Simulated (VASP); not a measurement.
Crystal: AlFe.

```
Al Fe
1.0
     2.91000    0.00000    0.00000
     0.00000    2.91000    0.00000
     0.00000    0.00000    2.91000
Al Fe
1 1
Cartesian
  0.0000 0.0000 0.0000
  1.4550 1.4550 1.4550
```

* Program: VASP 6.6.1
* Task: relaxation of cell and atoms
* Functional: PBEsol
* Potentials or basis: VASP PAW PBE potentials, release 64 (Al, Fe)
* Cutoff: 600 eV
* k mesh: 6 × 6 × 6
* Occupations: gaussian, width 0.1 eV
* Spin: collinear spin, ferromagnetic start
* Starting moments: [0.0, 0.84] μB

At the start: pressure -11.0 GPa; volume 12.32 Å³/atom.

**Question.** Where does the relaxation end?

**Answer.** Over 3 steps the energy falls by 29.0 meV/atom and the volume is 11.53 Å³/atom (-6.4 %); space group Pm-3m (No. 221, to 0.05 Å); moment 0.69 μB per cell.

The path:
```csv
step,energy change (eV),largest force (eV/Å),pressure (GPa),volume (Å³)
1,0.0000,0.0000,-10.99,24.64
2,-0.0100,0.0000,12.48,21.75
3,-0.0580,0.0000,-0.08,23.06
```

Final structure:
```
Al Fe
1.0
     2.84635    0.00000    0.00000
     0.00000    2.84635    0.00000
     0.00000    0.00000    2.84635
Al Fe
1 1
Direct
  0.00000 0.00000 0.00000
  0.50000 0.50000 0.50000
```

Caveat: the PAW data sets were made with another functional, which shifts forces and pressure a little.
